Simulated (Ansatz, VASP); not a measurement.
**Si in VASP and in Ansatz**

```
Si
1.0
    -3.80169    0.00000    0.00000
    -1.90084   -3.29236    0.00000
    -0.63361   -0.54873   12.57739
Si
8
Direct
  0.25779 0.18225 0.90652
  0.29946 0.26558 0.40652
  0.65362 0.64058 0.15652
  0.61196 0.55725 0.65652
  0.32554 0.31775 0.09348
  0.28388 0.23442 0.59348
  0.63804 0.60942 0.34348
  0.59638 0.52609 0.84348
```

Alike in both runs: task single point; functional LDA; k mesh 10 × 10 × 3; occupations gaussian, width 0.03 eV; no spin polarisation.

|  | VASP | Ansatz |
| --- | --- | --- |
| version | VASP 6.6.1 | Ansatz 0.2.0 |
| potentials or method | VASP PAW LDA potentials, release 64 (Si), cutoff 520 eV | scalar-relativistic, plane waves, PAW |
| valence electrons in the cell | 32 | 32 |

|  | VASP | Ansatz | Ansatz less VASP |
| --- | --- | --- | --- |
| gap on the k mesh at the Fermi level (eV) | 0.15 | 0.15 | +0.001 |
| least direct gap on the mesh (eV) | 1.12 | 1.11 | -0.007 |
| pressure (GPa) | -0.5 | -0.6 | -0.06 |
| traceless stress, the component that is largest in VASP (GPa) | 2.32 | 2.31 | -0.004 |
| rms of the force components (eV/Å) | 0.307 | 0.307 | +0.0002 |

Ansatz warns that its potentials were made for another functional, while VASP's fit it. LDA's correlation is that of Perdew and Zunger in VASP and of Perdew and Wang (1992) in Ansatz. Atom by atom the forces differ by 0.001 eV/Å (rms over components).
